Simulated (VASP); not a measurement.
# Ta4NiO11 (F-43m) in VASP: notebook

The runs below take Ta4NiO11 through single point, with PBE+D3(BJ), PBE+D4.

Program: VASP 6.6.1. These are calculated values, not measurements. Logs are shortened: lines on timing, memory, paths and dates and some standing lists are left out, and cuts for length are marked.

## (1) The cell of the first run

The structure is cubic, space group F-43m (No. 216). Conventional cell: a = 9.682 Å, b = 9.682 Å, c = 9.682 Å, α = 90.00°, β = 90.00°, γ = 90.00°. Ta (site symmetry 3m) has 6 O at 1.91 to 2.10 Å within 2.5 Å. Within 3.5 Å of Ni (site symmetry -43m) lie 10 O at 2.62 to 2.90 Å. Within 4.5 Å of O (site symmetry -43m) lie 24 O at 3.46 to 4.14 Å and 12 Ta at 4.03 Å and 4 Ni at 4.19 Å. O (site symmetry 3m) has 3 Ta at 2.10 Å and 6 O at 2.55 to 2.57 Å and 1 Ni at 2.62 Å within 2.8 Å. O (site symmetry 2mm) has 2 Ta at 1.91 Å and 2 O at 2.55 Å within 2.6 Å.

## (2) Single point, PBE+D3(BJ), collinear spin, ferromagnetic start

INCAR reads:

```
SYSTEM = Ta4NiO11
  PREC = Accurate
  ENCUT = 520
  EDIFF = 1E-6
  ISMEAR = -1
  SIGMA = 0.05
  LREAL = Auto
  LASPH = .TRUE.
  NELM = 150
  ALGO = Normal
  ISIF = 2
  LWAVE = .FALSE.
  LCHARG = .FALSE.
  ISPIN = 2
  MAGMOM = 0 0 0 0 1 0 0 0 0 0 0 0 0 0 0 0
  LORBIT = 11
  LMAXMIX = 4
  GGA = PE
  IVDW = 12
  NBANDS = 78
```

KPOINTS reads:

```
regular mesh
0
G
  3 3 3
  0 0 0
```

POSCAR reads:

```
Ta4NiO11
1.0
    0.0000000000      4.8408559971      4.8408559971
    4.8408559971      0.0000000000      4.8408559971
    4.8408559971      4.8408559971      0.0000000000
Ta Ni O
4 1 11
Direct
    0.6300697601      0.1097907197      0.6300697601
    0.6300697601      0.6300697601      0.6300697601
    0.1097907197      0.6300697601      0.6300697601
    0.6300697601      0.6300697601      0.1097907197
    0.0000000000      0.0000000000      0.0000000000
    0.2500000000      0.2500000000      0.2500000000
    0.8438297485      0.4685107544      0.8438297485
    0.8438297485      0.8438297485      0.8438297485
    0.4685107544      0.8438297485      0.8438297485
    0.8438297485      0.8438297485      0.4685107544
    0.2990226755      0.7009773245      0.7009773245
    0.7009773245      0.2990226755      0.2990226755
    0.7009773245      0.7009773245      0.2990226755
    0.2990226755      0.2990226755      0.7009773245
    0.2990226755      0.7009773245      0.2990226755
    0.7009773245      0.2990226755      0.7009773245
```

Potentials or basis: VASP PAW PBE potentials, release 64 (Ta_pv, Ni, O).

Started as:

```sh
> cat potpaw_PBE.64/Ta_pv/POTCAR potpaw_PBE.64/Ni/POTCAR potpaw_PBE.64/O/POTCAR > POTCAR
> mpirun -np 1 vasp_std > vasp.out
```

OUTCAR:

```text
SYSTEM = Ta4NiO11
   PREC = Accurate
   ENCUT = 520
   EDIFF = 1E-6
   ISMEAR = -1
   LREAL = Auto
   LASPH = .TRUE.
   NELM = 150
   ISIF = 2
   ISPIN = 2
   LORBIT = 11
   GGA = PE
   IVDW = 12
 IVDW          = 12

 ion  position               nearest neighbor table
   1  0.630  0.110  0.630-  12 1.91  14 1.91  16 1.91   8 2.10  10 2.10   9 2.10   2 3.28   3 3.28
                             4 3.28   4 3.56   2 3.56   3 3.56
   2  0.630  0.630  0.630-  11 1.91  13 1.91  16 1.91   7 2.10   9 2.10  10 2.10   1 3.28   3 3.28
                             4 3.28   4 3.56   1 3.56   3 3.56
   3  0.110  0.630  0.630-  11 1.91  14 1.91  15 1.91   8 2.10  10 2.10   7 2.10   1 3.28   2 3.28
                             4 3.28   2 3.56   4 3.56   1 3.56
   4  0.630  0.630  0.110-  12 1.91  13 1.91  15 1.91   8 2.10   9 2.10   7 2.10   1 3.28   2 3.28
                             3 3.28   2 3.56   1 3.56   3 3.56
   5  0.000  0.000  0.000-
   6  0.250  0.250  0.250-
   7  0.844  0.469  0.844-   2 2.10   3 2.10   4 2.10
   8  0.844  0.844  0.844-   4 2.10   3 2.10   1 2.10
   9  0.469  0.844  0.844-   2 2.10   1 2.10   4 2.10
  10  0.844  0.844  0.469-   2 2.10   1 2.10   3 2.10
  11  0.299  0.701  0.701-   2 1.91   3 1.91
  12  0.701  0.299  0.299-   1 1.91   4 1.91
  13  0.701  0.701  0.299-   2 1.91   4 1.91
  14  0.299  0.299  0.701-   1 1.91   3 1.91
  15  0.299  0.701  0.299-   3 1.91   4 1.91
  16  0.701  0.299  0.701-   1 1.91   2 1.91

  LATTYP: Found a face centered cubic cell.
 ALAT       =     9.6817119942

  Lattice vectors:

 A1 = (   0.0000000000,   4.8408559971,   4.8408559971)
 A2 = (   4.8408559971,   0.0000000000,   4.8408559971)
 A3 = (   4.8408559971,   4.8408559971,   0.0000000000)

Analysis of symmetry for initial positions (statically):
=====================================================================
 Subroutine PRICEL returns:
 Original cell was already a primitive cell.

 Routine SETGRP: Setting up the symmetry group for a
 face centered cubic supercell.

 Subroutine GETGRP returns: Found 24 space group operations
 (whereof 24 operations were pure point group operations)
 out of a pool of 48 trial point group operations.

The static configuration has the point symmetry T_d .

Analysis of symmetry for dynamics (positions and initial velocities):
=====================================================================
 Subroutine PRICEL returns:
 Original cell was already a primitive cell.

 Routine SETGRP: Setting up the symmetry group for a
 face centered cubic supercell.

 Subroutine GETGRP returns: Found 24 space group operations
 (whereof 24 operations were pure point group operations)
 out of a pool of 48 trial point group operations.

The dynamic configuration has the point symmetry T_d .

Analysis of structural, dynamic, and magnetic symmetry:
=====================================================================
 Subroutine PRICEL returns:
 Original cell was already a primitive cell.

 Routine SETGRP: Setting up the symmetry group for a
 face centered cubic supercell.

 Subroutine GETGRP returns: Found 24 space group operations
 (whereof 24 operations were pure point group operations)
 out of a pool of 48 trial point group operations.

The overall configuration has the point symmetry T_d .

 Subroutine INISYM returns: Found 24 space group operations
 (whereof 24 operations are pure point group operations),
 and found     1 'primitive' translations

----------------------------------------------------------------------------------------

                                     Primitive cell

  volume of cell :     226.8801

  direct lattice vectors                    reciprocal lattice vectors
     0.000000000  4.840855997  4.840855997    -0.103287518  0.103287518  0.103287518
     4.840855997  0.000000000  4.840855997     0.103287518 -0.103287518  0.103287518
     4.840855997  4.840855997  0.000000000     0.103287518  0.103287518 -0.103287518

  length of vectors
     6.846004205  6.846004205  6.846004205     0.178899229  0.178899229  0.178899229

  position of ions in fractional coordinates (direct lattice)
     0.630069760  0.109790720  0.630069760
     0.630069760  0.630069760  0.630069760
     0.109790720  0.630069760  0.630069760
     0.630069760  0.630069760  0.109790720
     0.000000000  0.000000000  0.000000000
[... 69 lines left out ...]
   NGX,Y,Z   is equivalent  to a cutoff of  13.11, 13.11, 13.11 a.u.
   NGXF,Y,Z  is equivalent  to a cutoff of  26.23, 26.23, 26.23 a.u.
 SYSTEM =  Ta4NiO11
   PREC   = accura    normal or accurate (medium, high low for compatibility)
   ISTART =      0    job   : 0-new  1-cont  2-samecut
   ICHARG =      2    charge: 1-file 2-atom 10-const
   ISPIN  =      2    spin polarized calculation?
   LNONCOLLINEAR =      F non collinear calculations
   LSORBIT =      F    spin-orbit coupling
   LASPH  =      T    aspherical Exc in radial PAW
   ENCUT  =  520.0 eV  38.22 Ry    6.18 a.u.  12.73 12.73 12.73*2*pi/ulx,y,z
   NELM   =    150;   NELMIN=  2; NELMDL= -5     # of ELM steps
   EDIFF  = 0.1E-05   stopping-criterion for ELM
   LREAL  =      T    real-space projection
   EDIFFG = 0.1E-04   stopping-criterion for IOM
   NSW    =      0    number of steps for IOM
   IBRION =     -1    ionic relax: 0-MD 1-quasi-New 2-CG
   NFREE  =      0    steps in history (QN), initial steepest desc. (CG)
   ISIF   =      2    stress and relaxation
   ISYM   =      2    0-nonsym 1-usesym 2-fastsym
   POTIM  = 0.5000    time-step for ionic-motion
   TEBEG  =    0.0;   TEEND  =   0.0 temperature during run
   PSTRESS=    0.0 pullay stress
   NELECT =     120.0000    total number of electrons
   NUPDOWN=      -1.0000    fix difference up-down
   EMIN   =  10.00;   EMAX   =-10.00  energy-range for DOS
   EFERMI =   0.00;   METHOD = LEGACY
   ISMEAR =    -1;   SIGMA  =   0.05  broadening in eV -4-tet -1-fermi 0-gaus
   EFERMI_NEDOS =   21; number of points for ismear=-14 and -15
   IALGO  =     38    algorithm
   IMIX   =      4    mixing-type and parameters
     AMIX     =   0.40;   BMIX     =  1.00
     AMIX_MAG =   1.60;   BMIX_MAG =  1.00
  volume/ion in A,a.u.               =      14.18        95.69
  Fermi-wavevector in a.u.,A,eV,Ry     =   1.323944  2.501892 23.848684  1.752829
  Thomas-Fermi vector in A             =   2.453515
   LORBIT       =     11    0 simple, 1 ext, 2 COOP (PROOUT), +10 PAW based schemes
   GGA     = PE    functional components
   LHFCALC =     F    Hartree Fock is set to
   AEXX    =    0.0000 exact exchange contribution
   IVDW    =    12    specifies the selected vdW correction
   LEPSILON=     F    determine dielectric tensor
   LRPA    =     F    only Hartree local field effects (RPA)
 spin polarized calculation
  energy-cutoff  :      520.00
  volume of cell :      226.88
 maximum number of plane-waves:      6183
 NGX is ok and might be reduce to    54
   NGX = 25   NGY = 25   NGZ = 25

 number of electron     119.9999993 magnetization       2.1495191

 Free energy of the ion-electron system (eV)
  ---------------------------------------------------
  ext. energy  EPLUGINS =         0.00000000
  ---------------------------------------------------
  free energy    TOTEN  =      -139.39529530 eV

  energy without entropy =     -139.24498990  energy(sigma->0) =     -139.32014260

 E-fermi :   3.3537     XC(G=0):  -9.8686

 val. band max:        3.3414108316   @ k =  -0.3333   0.3333   0.0000
 cond. band min:       3.3593192578   @ k =  -0.3333   0.3333   0.0000
 fundamental gap:      0.0179084262
 Fermi energy:         3.3537452707

 spin component 1

 k-point     1 :       0.0000    0.0000    0.0000
  band No.  band energies     occupation
      1     -33.9747      1.00000
      2     -33.8315      1.00000
      3     -33.8315      1.00000
      4     -33.8315      1.00000
      5     -33.7644      1.00000
      6     -33.7644      1.00000
[... 289 lines left out ...]
     71       6.0813      0.00000
     72       6.2524      0.00000
 Fermi energy:         3.3537452707

 spin component 2

 k-point     1 :       0.0000    0.0000    0.0000
  band No.  band energies     occupation
      1     -33.9866      1.00000
      2     -33.8510      1.00000
      3     -33.8510      1.00000
      4     -33.8510      1.00000
      5     -33.7863      1.00000
      6     -33.7863      1.00000
[... 289 lines left out ...]
     71       6.0528      0.00000
     72       6.2277      0.00000
 [bands above 72 left out]

------------------------ aborting loop because EDIFF is reached ----------------------------------------

 Edisp (eV)   -3.23455

 E8    (eV) :    -1.3393

  FORCE on cell =-STRESS in cart. coord.  units (eV):
  Direction    XX          YY          ZZ          XY          YZ          ZX
  --------------------------------------------------------------------------------------
  -------------------------------------------------------------------------------------
  Total       1.15348     1.15348     1.15348     0.00000    -0.00000    -0.00000
  in kB       8.14562     8.14562     8.14562     0.00000    -0.00000    -0.00000
  external pressure =        8.15 kB  Pullay stress =        0.00 kB

 VOLUME and BASIS-vectors are now :
 -----------------------------------------------------------------------------
  energy-cutoff  :      520.00
  volume of cell :      226.88
      direct lattice vectors                 reciprocal lattice vectors
     0.000000000  4.840855997  4.840855997    -0.103287518  0.103287518  0.103287518
     4.840855997  0.000000000  4.840855997     0.103287518 -0.103287518  0.103287518
     4.840855997  4.840855997  0.000000000     0.103287518  0.103287518 -0.103287518

 POSITION                                       TOTAL-FORCE (eV/Angst)
 -----------------------------------------------------------------------------------
      3.58156      6.10015      3.58156        -0.138075      0.138075     -0.138075
      6.10015      6.10015      6.10015         0.138075      0.138075      0.138075
      6.10015      3.58156      3.58156         0.138075     -0.138075     -0.138075
      3.58156      3.58156      6.10015        -0.138075     -0.138075      0.138075
      0.00000      0.00000      0.00000        -0.000000     -0.000000     -0.000000
      2.42043      2.42043      2.42043        -0.000000     -0.000000     -0.000000
[... 8 lines left out ...]
      4.84086      2.89505      4.84086        -0.000000     -0.140018     -0.000000
      4.84086      6.78666      4.84086        -0.000000      0.140018     -0.000000
 -----------------------------------------------------------------------------------
    total drift:                                0.000003      0.000003      0.000002

  FREE ENERGIE OF THE ION-ELECTRON SYSTEM (eV)
  ---------------------------------------------------
  free  energy   TOTEN  =      -142.6298446872 eV

  energy  without entropy=     -142.4795392927  energy(sigma->0) =     -142.55469199

 total charge

# of ion       s       p       d       tot
------------------------------------------
    1        0.349   6.320   2.198   8.867
    2        0.349   6.320   2.198   8.867
    3        0.349   6.320   2.198   8.867
    4        0.349   6.320   2.198   8.867
    5        0.094   0.061   8.464   8.619
    6        1.596   3.101   0.000   4.697
[... 8 lines left out ...]
   15        1.575   3.523   0.000   5.098
   16        1.575   3.523   0.000   5.098
--------------------------------------------------
tot         18.817  63.582  17.257  99.656

 magnetization (x)

# of ion       s       p       d       tot
------------------------------------------
    1       -0.001  -0.001  -0.025  -0.027
    2       -0.001  -0.001  -0.025  -0.027
    3       -0.001  -0.001  -0.025  -0.027
    4       -0.001  -0.001  -0.025  -0.027
    5        0.003   0.001   1.048   1.051
    6        0.010   0.933   0.000   0.943
[... 8 lines left out ...]
   15        0.000   0.004   0.000   0.004
   16        0.000   0.004   0.000   0.004
--------------------------------------------------
tot          0.010   0.948   0.947   1.906
```

Run time: 25 min. Hardware: 1 thread of Intel Xeon Platinum 8375C at 2.90GHz (Ice Lake), shared host; peak memory 0.55 GiB.

Results:

| Property | Result |
| --- | --- |
| Free energy | -142.6298 eV |
| Pressure | 0.8 GPa |
| Largest force | 0.239 eV/Å |
| Net moment | 2.15 μB per cell |
| Site moments | Ta -0.03; Ni +1.05; O +0.94, -0.00, +0.00 (each value once) μB |
| Valence electrons inside the program's atomic spheres | Ta 8.87; Ni 8.62; O 4.70, 5.07, 5.10 (each value once) |
| Dispersion energy per atom | -0.202 eV |

Forces on the atoms (eV/Å):
```
Ta  -0.138  0.138 -0.138
Ta   0.138  0.138  0.138
Ta   0.138 -0.138 -0.138
Ta  -0.138 -0.138  0.138
Ni   0.000  0.000  0.000
O    0.000  0.000  0.000
O    0.019 -0.019  0.019
O   -0.019 -0.019 -0.019
O   -0.019  0.019  0.019
O    0.019  0.019 -0.019
O    0.140  0.000  0.000
O   -0.140  0.000  0.000
O    0.000  0.000  0.140
O    0.000  0.000 -0.140
O    0.000 -0.140  0.000
O    0.000  0.140  0.000
```

Levels at points of the mesh, in eV from the Fermi level:
Spin up:
```tsv
k point	band 59	band 60	band 61	band 62	band 63	band 64
(0.00, 0.00, 0.00)	-1.03	-1.03	-1.03	-0.33	-0.33	0.22
```
Spin down:
```csv
k point,band 54,band 55,band 56,band 57,band 58,band 59,band 60,band 61,band 62,band 63
"(0.00, 0.00, 0.00)",-0.48,-0.48,-0.48,-0.41,-0.41,0.03,0.03,0.03,0.06,0.06
```

Caveat: the k points lie up to 0.37 Å⁻¹ apart; spin-orbit coupling is left out, which moves the levels of the heavy elements; a cell with one magnetic atom can't hold antiferromagnetic order, which such compounds often take; semilocal functionals often make such compounds metallic where correlation or magnetic order opens a gap, which also shifts bond lengths.

(Part 1 of 2 ends here.)
